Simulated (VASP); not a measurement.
# Sc (Fm-3m) in VASP: notebook

The runs below take Sc through single point, with PBE.

All numbers are computed with VASP 6.6.1; they aren't measurements. Logs are shortened: lines on timing, memory, paths and dates and some standing lists are left out, and cuts for length are marked.

## (1) The cell of the first run

Symmetry: Fm-3m, No. 225, cubic system. Conventional cell: a = 4.429 Å, b = 4.429 Å, c = 4.429 Å, α = 90.00°, β = 90.00°, γ = 90.00°. Sc (site symmetry m-3m) has 12 Sc at 3.13 Å within 4.1 Å.

## (2) Single point, PBE, collinear spin, ferromagnetic start (volume scaled by 0.88)

INCAR

```
  ALGO = Normal
  EDIFF = 1E-6
  ENCUT = 520
  GGA = PE
  ISIF = 2
  ISMEAR = -1
  ISPIN = 2
  LASPH = T
  LCHARG = F
  LMAXMIX = 4
  LORBIT = 11
  LREAL = F
  LWAVE = F
  MAGMOM = 1
  NBANDS = 16
  NELM = 150
  PREC = Accurate
  SIGMA = 0.05
```

KPOINTS

```
k-points
0
Gamma
  19 19 19
```

POSCAR

```
Sc
1.0
    0.0000000000      2.2142741306      2.2142741306
    2.2142741306      0.0000000000      2.2142741306
    2.2142741306      2.2142741306      0.0000000000
Sc
1
Direct
    0.0000000000      0.0000000000      0.0000000000
```

Potentials or basis: VASP PAW PBE potentials, release 64 (Sc_sv).

Run with:

```console
$ cat potpaw_PBE.64/Sc_sv/POTCAR > POTCAR
$ mpirun -np 1 vasp_std > vasp.out
```

OUTCAR:

```text
EDIFF = 1E-6
   ENCUT = 520
   GGA = PE
   ISIF = 2
   ISMEAR = -1
   ISPIN = 2
   LASPH = T
   LORBIT = 11
   LREAL = F
   NELM = 150
   PREC = Accurate

 ion  position               nearest neighbor table
   1  0.000  0.000  0.000-

  LATTYP: Found a face centered cubic cell.
 ALAT       =     4.4285482612

  Lattice vectors:

 A1 = (   0.0000000000,   2.2142741306,   2.2142741306)
 A2 = (   2.2142741306,   0.0000000000,   2.2142741306)
 A3 = (   2.2142741306,   2.2142741306,   0.0000000000)

Analysis of symmetry for initial positions (statically):
=====================================================================
 Subroutine PRICEL returns:
 Original cell was already a primitive cell.

 Routine SETGRP: Setting up the symmetry group for a
 face centered cubic supercell.

 Subroutine GETGRP returns: Found 48 space group operations
 (whereof 48 operations were pure point group operations)
 out of a pool of 48 trial point group operations.

The static configuration has the point symmetry O_h .

Analysis of symmetry for dynamics (positions and initial velocities):
=====================================================================
 Subroutine PRICEL returns:
 Original cell was already a primitive cell.

 Routine SETGRP: Setting up the symmetry group for a
 face centered cubic supercell.

 Subroutine GETGRP returns: Found 48 space group operations
 (whereof 48 operations were pure point group operations)
 out of a pool of 48 trial point group operations.

The dynamic configuration has the point symmetry O_h .

Analysis of structural, dynamic, and magnetic symmetry:
=====================================================================
 Subroutine PRICEL returns:
 Original cell was already a primitive cell.

 Routine SETGRP: Setting up the symmetry group for a
 face centered cubic supercell.

 Subroutine GETGRP returns: Found 48 space group operations
 (whereof 48 operations were pure point group operations)
 out of a pool of 48 trial point group operations.

The overall configuration has the point symmetry O_h .

 Subroutine INISYM returns: Found 48 space group operations
 (whereof 48 operations are pure point group operations),
 and found     1 'primitive' translations

----------------------------------------------------------------------------------------

                                     Primitive cell

  volume of cell :      21.7132

  direct lattice vectors                    reciprocal lattice vectors
     0.000000000  2.214274131  2.214274131    -0.225807633  0.225807633  0.225807633
     2.214274131  0.000000000  2.214274131     0.225807633 -0.225807633  0.225807633
     2.214274131  2.214274131  0.000000000     0.225807633  0.225807633 -0.225807633

  length of vectors
     3.131456506  3.131456506  3.131456506     0.391110293  0.391110293  0.391110293

  position of ions in fractional coordinates (direct lattice)
     0.000000000  0.000000000  0.000000000

  ion indices of the primitive-cell ions
   primitive index   ion index
                 1           1

----------------------------------------------------------------------------------------

 KPOINTS: k-points

Automatic generation of k-mesh.
 Grid dimensions read from file:
 generate k-points for:   19   19   19

 Generating k-lattice:

  Cartesian coordinates                     Fractional coordinates (reciprocal lattice)
    -0.011884612  0.011884612  0.011884612     0.052631579  0.000000000  0.000000000
     0.011884612 -0.011884612  0.011884612     0.000000000  0.052631579  0.000000000
     0.011884612  0.011884612 -0.011884612     0.000000000  0.000000000  0.052631579

  Length of vectors
     0.020584752  0.020584752  0.020584752

  Shift w.r.t. Gamma in fractional coordinates (k-lattice)
     0.000000000  0.000000000  0.000000000

 Subroutine IBZKPT returns following result:
 ===========================================

 Found    220 irreducible k-points:

 Following reciprocal coordinates:
            Coordinates               Weight
  0.000000  0.000000  0.000000      1.000000
  0.052632  0.000000  0.000000      8.000000
  0.105263  0.000000  0.000000      8.000000
  0.157895  0.000000  0.000000      8.000000
  0.210526  0.000000  0.000000      8.000000
  0.263158  0.000000  0.000000      8.000000
[... 16 lines left out ...]
 -0.315789  0.052632  0.000000     24.000000
 -0.263158  0.052632  0.000000     24.000000
 [... further k-points ...]
   k-points           NKPTS =    220   k-points in BZ     NKDIM =    220   number of bands    NBANDS=     16
   number of dos      NEDOS =    301   number of ions     NIONS =      1
   total plane-waves  NPLWV =  13824
   dimension x,y,z NGX =    24 NGY =   24 NGZ =   24
   dimension x,y,z NGXF=    48 NGYF=   48 NGZF=   48
   ions per type =               1
   NGX,Y,Z   is equivalent  to a cutoff of  12.74, 12.74, 12.74 a.u.
   NGXF,Y,Z  is equivalent  to a cutoff of  25.48, 25.48, 25.48 a.u.
 SYSTEM =  unknown system
[... 33 lines left out ...]
   LORBIT       =     11    0 simple, 1 ext, 2 COOP (PROOUT), +10 PAW based schemes
   GGA     = PE    functional components
   LHFCALC =     F    Hartree Fock is set to
   AEXX    =    0.0000 exact exchange contribution
   IVDW    =     0    specifies the selected vdW correction
   LEPSILON=     F    determine dielectric tensor
   LRPA    =     F    only Hartree local field effects (RPA)
 spin polarized calculation
  energy-cutoff  :      520.00
  volume of cell :       21.71
 maximum number of plane-waves:       595
   NGX = 11   NGY = 11   NGZ = 11

 number of electron      11.0000002 magnetization      -0.0061196

 number of electron      11.0000002 magnetization       0.0009088

 Free energy of the ion-electron system (eV)
  ---------------------------------------------------
  ext. energy  EPLUGINS =         0.00000000
  ---------------------------------------------------
  free energy    TOTEN  =        -6.13998281 eV

  energy without entropy =       -6.12679046  energy(sigma->0) =       -6.13338663

 E-fermi :   4.5295     XC(G=0): -10.3933

 val. band max:        4.5291277365   @ k =  -0.3684   0.4211   0.2105
 cond. band min:       4.5297971177   @ k =   0.4737   0.1579   0.0000
 fundamental gap:      0.0006693812
 Fermi energy:         4.5295498225

 spin component 1

 k-point     1 :       0.0000    0.0000    0.0000
  band No.  band energies     occupation
      1     -44.5803      1.00000
      2     -22.9066      1.00000
      3     -22.9066      1.00000
      4     -22.9066      1.00000
      5      -0.8872      1.00000
      6       6.2762      0.00000
[... 8 lines left out ...]
     15      24.6038      0.00000
     16      26.3750      0.00000

 k-point     2 :       0.0526    0.0000    0.0000
  band No.  band energies     occupation
      1     -44.5776      1.00000
      2     -22.9237      1.00000
      3     -22.9088      1.00000
      4     -22.9088      1.00000
      5      -0.8078      1.00000
      6       6.2133      0.00000
[... 8 lines left out ...]
     15      25.0889      0.00000
     16      26.3376      0.00000
[... 387 lines left out ...]
      5       1.7027      1.00000
      6       4.9926      0.00010
[... 8 lines left out ...]
     15      24.0231      0.00000
     16      24.2021      0.00000

 k-point    24 :      -0.2632    0.0526    0.0000
  band No.  band energies     occupation
      1     -44.5183      1.00000
      2     -23.2727      1.00000
      3     -22.9713      1.00000
      4     -22.9468      1.00000
      5       1.1189      1.00000
      6       5.1590      0.00000
[... 8 lines left out ...]
     15      23.7915      0.00000
     16      24.0778      0.00000

 [... further k-points ...]

 spin component 2

 k-point     1 :       0.0000    0.0000    0.0000
  band No.  band energies     occupation
      1     -44.5799      1.00000
      2     -22.9062      1.00000
      3     -22.9062      1.00000
      4     -22.9062      1.00000
      5      -0.8863      1.00000
      6       6.2768      0.00000
[... 8 lines left out ...]
     15      24.6046      0.00000
     16      26.3759      0.00000

 k-point     2 :       0.0526    0.0000    0.0000
  band No.  band energies     occupation
      1     -44.5772      1.00000
      2     -22.9233      1.00000
      3     -22.9084      1.00000
      4     -22.9084      1.00000
      5      -0.8069      1.00000
      6       6.2138      0.00000
[... 8 lines left out ...]
     15      25.0897      0.00000
     16      26.3385      0.00000
[... 387 lines left out ...]
      5       1.7035      1.00000
      6       4.9933      0.00009
[... 8 lines left out ...]
     15      24.0238      0.00000
     16      24.2030      0.00000

 k-point    24 :      -0.2632    0.0526    0.0000
  band No.  band energies     occupation
      1     -44.5179      1.00000
      2     -23.2723      1.00000
      3     -22.9710      1.00000
      4     -22.9464      1.00000
      5       1.1198      1.00000
      6       5.1597      0.00000
[... 8 lines left out ...]
     15      23.7925      0.00000
     16      24.0786      0.00000

 [... further k-points ...]
[... 5 lines left out ...]
  --------------------------------------------------------------------------------------
  -------------------------------------------------------------------------------------
  Total        1.0898000      1.0898000      1.0898000      0.0000000      0.0000000      0.0000000
  in kB       80.4142863     80.4142863     80.4142863      0.0000000      0.0000000      0.0000000
  external PRESSURE =      80.4142863 kB  Pullay stress =       0.0000000 kB

 VOLUME and BASIS-vectors are now :
 -----------------------------------------------------------------------------
  energy-cutoff  :      520.00
  volume of cell :       21.71
      direct lattice vectors                 reciprocal lattice vectors
     0.000000000  2.214274131  2.214274131    -0.225807633  0.225807633  0.225807633
     2.214274131  0.000000000  2.214274131     0.225807633 -0.225807633  0.225807633
     2.214274131  2.214274131  0.000000000     0.225807633  0.225807633 -0.225807633

 POSITION                                       TOTAL-FORCE (eV/Angst)
 -----------------------------------------------------------------------------------
      0.00000      0.00000      0.00000        -0.000000     -0.000000      0.000000
 -----------------------------------------------------------------------------------
    total drift:                               -0.000000     -0.000000     -0.000000

  FREE ENERGIE OF THE ION-ELECTRON SYSTEM (eV)
  ---------------------------------------------------
  free  energy   TOTEN  =        -6.1399828071 eV

  energy  without entropy=       -6.1267904603  energy(sigma->0) =       -6.13338663

 total charge

# of ion       s       p       d       tot
------------------------------------------
    1        2.302   6.112   1.117   9.531

 magnetization (x)

# of ion       s       p       d       tot
------------------------------------------
    1        0.000   0.000   0.000   0.000
```

Wall time 2.1 min (1 thread of Oxide Virtual Turin-like, shared host); peak memory 0.19 GiB.

What came out:

```yaml
Free_energy: -6.1400 eV
Pressure: 8.0 GPa
Net_moment: 0.00 μB per cell
Valence_electrons_inside_the_program's_atomic_spheres: Sc 9.53
```

Levels at points of the mesh, in eV from the Fermi level:
Spin up:
```csv
k point,band 2,band 3,band 4,band 5,band 6,band 7,band 8,band 9
"(0.00, 0.00, 0.00)",-27.44,-27.44,-27.44,-5.42,1.75,1.75,1.75,3.38
```
Spin down:
| k point | band 2 | band 3 | band 4 | band 5 | band 6 | band 7 | band 8 | band 9 |
| --- | --- | --- | --- | --- | --- | --- | --- | --- |
| (0.00, 0.00, 0.00) | -27.44 | -27.44 | -27.44 | -5.42 | 1.75 | 1.75 | 1.75 | 3.38 |

Caveat: the cell differs from its parent crystal (volume scaled by 0.88).

## (3) Single point, PBE, collinear spin, ferromagnetic start (volume scaled by 0.92)

INCAR

```
SYSTEM = Sc
PREC     = Accurate       ! precision mode
ENCUT    = 520            ! plane-wave cutoff, eV
EDIFF    = 1E-6           ! SCF threshold, eV
ISMEAR   = -1             ! smearing method
SIGMA    = 0.05           ! smearing width, eV
LREAL    = .FALSE.        ! projectors in reciprocal space
LASPH    = .TRUE.         ! aspherical terms in the spheres
NELM     = 150            ! most SCF steps
ALGO     = Normal         ! electronic algorithm
ISIF     = 2              ! what is computed and relaxed
LWAVE    = .FALSE.        ! write WAVECAR
LCHARG   = .FALSE.        ! write CHGCAR
ISPIN    = 2              ! spin polarisation
MAGMOM   = 1              ! initial moments
LORBIT   = 11             ! projections on sites
LMAXMIX  = 4              ! l up to which the mixer works
GGA      = PE             ! functional
NBANDS   = 16             ! bands
```

KPOINTS

```
regular mesh
0
G
  19 19 19
  0 0 0
```

POSCAR

```
Sc
1.0
    0.0000000000      2.2473278713      2.2473278713
    2.2473278713      0.0000000000      2.2473278713
    2.2473278713      2.2473278713      0.0000000000
Sc
1
Direct
    0.0000000000      0.0000000000      0.0000000000
```

Potentials or basis: VASP PAW PBE potentials, release 64 (Sc_sv).

Run with:

```console
$ cat potpaw_PBE.64/Sc_sv/POTCAR > POTCAR
$ mpirun -np 1 vasp_std > vasp.out
```

It took 2.8 min on 1 thread of Oxide Virtual Turin-like, shared host; peak memory 0.2 GiB.

Results (log left out):

* Free energy: -6.1799 eV
* Pressure: 4.9 GPa
* Net moment: 0.00 μB per cell
* Valence electrons inside the program's atomic spheres: Sc 9.48

Levels at points of the mesh, in eV from the Fermi level:
Spin up:
| k point | band 1 | band 2 | band 3 | band 4 | band 5 | band 6 | band 7 | band 8 | band 9 | band 10 |
| --- | --- | --- | --- | --- | --- | --- | --- | --- | --- | --- |
| (0.00, 0.00, 0.00) | -49.22 | -27.58 | -27.58 | -27.58 | -5.34 | 1.69 | 1.69 | 1.69 | 3.23 | 3.23 |
Spin down:
| k point | band 2 | band 3 | band 4 | band 5 | band 6 | band 7 | band 8 | band 9 |
| --- | --- | --- | --- | --- | --- | --- | --- | --- |
| (0.00, 0.00, 0.00) | -27.58 | -27.58 | -27.58 | -5.34 | 1.69 | 1.69 | 1.69 | 3.23 |

Caveat: the cell differs from its parent crystal (volume scaled by 0.92).

## (4) Single point, PBE, collinear spin, ferromagnetic start (volume scaled by 0.96)

INCAR

```
PREC = Accurate
ENCUT = 520
EDIFF = 1E-6
ISMEAR = -1
SIGMA = 0.05
LREAL = F
LASPH = T
NELM = 150
ALGO = Normal
ISIF = 2
LWAVE = F
LCHARG = T
ISPIN = 2
MAGMOM = 1
LORBIT = 11
LMAXMIX = 4
GGA = PE
LELF = T
LVHAR = T
NBANDS = 16
```

KPOINTS

```
regular mesh
0
Gamma
  19 19 19
```

POSCAR

```
Sc
1.0
    0.0000000000      2.2794368933      2.2794368933
    2.2794368933      0.0000000000      2.2794368933
    2.2794368933      2.2794368933      0.0000000000
Sc
1
Direct
    0.0000000000      0.0000000000      0.0000000000
```

Run with:

```console
$ cat potpaw_PBE.64/Sc_sv/POTCAR > POTCAR
$ mpirun -np 1 vasp_std > vasp.out
```

Wall time 3.3 min (1 thread of Oxide Virtual Turin-like, shared host); peak memory 0.2 GiB.

Results (log left out):

```yaml
Free_energy: -6.2021 eV
Pressure: 2.2 GPa
Net_moment: 0.00 μB per cell
Valence_electrons_inside_the_program's_atomic_spheres: Sc 9.43
```

Levels at points of the mesh, in eV from the Fermi level:
Spin up:
| k point | band 1 | band 2 | band 3 | band 4 | band 5 | band 6 | band 7 | band 8 | band 9 | band 10 |
| --- | --- | --- | --- | --- | --- | --- | --- | --- | --- | --- |
| (0.00, 0.00, 0.00) | -49.33 | -27.72 | -27.72 | -27.72 | -5.27 | 1.63 | 1.63 | 1.63 | 3.09 | 3.09 |
Spin down:
```
           k point  band 1  band 2  band 3  band 4  band 5  band 6  band 7  band 8  band 9  band 10
(0.00, 0.00, 0.00)  -49.33  -27.72  -27.72  -27.72   -5.27    1.63    1.63    1.63    3.09     3.09
```

Caveat: the cell differs from its parent crystal (volume scaled by 0.96).

## (5) Single point, PBE, collinear spin, ferromagnetic start

This run uses another cell than the first one, of 24.67 Å³/atom, 1.136 times its volume.

INCAR

```
SYSTEM = Sc
PREC     = Accurate       ! precision mode
ENCUT    = 520            ! plane-wave cutoff, eV
EDIFF    = 1E-7           ! SCF threshold, eV
ISMEAR   = -1             ! smearing method
SIGMA    = 0.05           ! smearing width, eV
LREAL    = .FALSE.        ! projectors in reciprocal space
LASPH    = .TRUE.         ! aspherical terms in the spheres
NELM     = 150            ! most SCF steps
ALGO     = Normal         ! electronic algorithm
ISIF     = 2              ! what is computed and relaxed
LWAVE    = .FALSE.        ! write WAVECAR
LCHARG   = .TRUE.         ! write CHGCAR
ISPIN    = 2              ! spin polarisation
MAGMOM   = 1              ! initial moments
LORBIT   = 11             ! projections on sites
LMAXMIX  = 4              ! l up to which the mixer works
GGA      = PE             ! functional
LELF     = .TRUE.         ! ELF
LVHAR    = .TRUE.       
NBANDS   = 16             ! bands
```

KPOINTS

```
regular mesh
0
G
  19 19 19
  0 0 0
```

POSCAR

```
Sc
1.0
    0.0000000000      2.3106659369      2.3106659369
    2.3106659369      0.0000000000      2.3106659369
    2.3106659369      2.3106659369      0.0000000000
Sc
1
Direct
    0.0000000000      0.0000000000      0.0000000000
```

Run with:

```console
$ cat potpaw_PBE.64/Sc_sv/POTCAR > POTCAR
$ mpirun -np 1 vasp_std > vasp.out
```

Run time: 4.2 min. Hardware: 1 thread of Oxide Virtual Turin-like, shared host; peak memory 0.21 GiB.

The run converged. Its results:

| Property | Result |
| --- | --- |
| Free energy | -6.2092 eV |
| Pressure | 0.0 GPa |
| Net moment | 0.00 μB per cell |
| Valence electrons inside the program's atomic spheres | Sc 9.39 |

Levels at points of the mesh, in eV from the Fermi level:
Spin up:
```tsv
k point	band 3	band 4	band 5	band 6	band 7	band 8
(0.00, 0.00, 0.00)	-27.86	-27.86	-5.19	1.58	1.58	1.58
```
Spin down:
```
           k point  band 2  band 3  band 4  band 5  band 6  band 7  band 8  band 9
(0.00, 0.00, 0.00)  -27.86  -27.86  -27.86   -5.19    1.58    1.58    1.58    2.95
```

## (6) Single point, PBE, collinear spin, ferromagnetic start (volume scaled by 1.04)

INCAR

```
SYSTEM = Sc
PREC = Accurate
ENCUT = 520
EDIFF = 1E-7
ISMEAR = -1
SIGMA = 0.05
LREAL = .FALSE.
LASPH = .TRUE.
NELM = 150
ALGO = Normal
ISIF = 2
LWAVE = .FALSE.
LCHARG = .FALSE.
ISPIN = 2
MAGMOM = 1
LORBIT = 11
LMAXMIX = 4
GGA = PE
NBANDS = 16
```

KPOINTS

```
Automatic mesh
0
G
  19 19 19
  0 0 0
```

POSCAR

```
Sc
1.0
    0.0000000000      2.3410729230      2.3410729230
    2.3410729230      0.0000000000      2.3410729230
    2.3410729230      2.3410729230      0.0000000000
Sc
1
Direct
    0.0000000000      0.0000000000      0.0000000000
```

Potentials or basis: VASP PAW PBE potentials, release 64 (Sc_sv).

Run with:

```console
$ cat potpaw_PBE.64/Sc_sv/POTCAR > POTCAR
$ mpirun -np 1 vasp_std > vasp.out
```

Wall time 4.6 min (1 thread of Oxide Virtual Turin-like, shared host); peak memory 0.23 GiB.

It converged, with:

* Free energy: -6.2037 eV
* Pressure: -1.9 GPa
* Net moment: 0.00 μB per cell
* Valence electrons inside the program's atomic spheres: Sc 9.35

Levels at points of the mesh, in eV from the Fermi level:
Spin up:
```
           k point  band 1  band 2  band 3  band 4  band 5  band 6  band 7  band 8  band 9  band 10
(0.00, 0.00, 0.00)  -49.55  -27.98  -27.98  -27.98   -5.11    1.52    1.52    1.52    2.83     2.83
```
Spin down:
| k point | band 2 | band 3 | band 4 | band 5 | band 6 | band 7 | band 8 | band 9 |
| --- | --- | --- | --- | --- | --- | --- | --- | --- |
| (0.00, 0.00, 0.00) | -27.98 | -27.98 | -27.98 | -5.11 | 1.52 | 1.52 | 1.52 | 2.83 |

Caveat: the cell differs from its parent crystal (volume scaled by 1.04).

## (7) Overview

```tsv
cell	gap on the mesh (eV)	pressure (GPa)	moment (μB)
a = 3.131 Å, angles 60.0°, 1 atom	none	8.0	0.00
a = 3.178 Å, angles 60.0°, 1 atom	none	4.9	0.00
a = 3.224 Å, angles 60.0°, 1 atom	none	2.2	0.00
a = 3.268 Å, angles 60.0°, 1 atom	none	0.0	0.00
a = 3.311 Å, angles 60.0°, 1 atom	none	-1.9	0.00
```

Alike in all rows: task single point; level PBE; potentials or basis VASP PAW PBE potentials, release 64 (Sc_sv); spin collinear, ferromagnetic start; k mesh 19 × 19 × 19; cutoff (eV) 520; smearing fermi-dirac 0.05 eV.

Total energies depend on the potentials used, so only differences within one code and one set of settings carry meaning.
